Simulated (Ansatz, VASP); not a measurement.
## P in VASP and in Ansatz

```xyz
1
Lattice="-1.5315 1.5315 1.5315 1.5315 -1.5315 1.5315 1.5315 1.5315 -1.5315" Properties=species:S:1:pos:R:3 pbc="T T T"
P     0.0000    0.0000    0.0000
```

Alike in both runs: task single point; functional revPBE; k mesh 16 × 16 × 16; occupations fermi-dirac, width 0.1 eV; no spin polarisation.

|  | VASP | Ansatz |
| --- | --- | --- |
| version | VASP 6.6.1 | Ansatz 0.2.0 |
| potentials or method | VASP PAW PBE potentials, release 64 (P), cutoff 520 eV | plane waves (420 eV) with PAW, scalar-relativistic |
| valence electrons in the cell | 5 | 5 |

Ansatz gave:

- pressure (GPa): 0.0

Problem. Which values does VASP return?

Solution. Pressure (GPa): -0.4.

VASP's potentials were made for PBE, not for revPBE. The functional is the same, so the differences come from potentials, cutoffs and numerics.
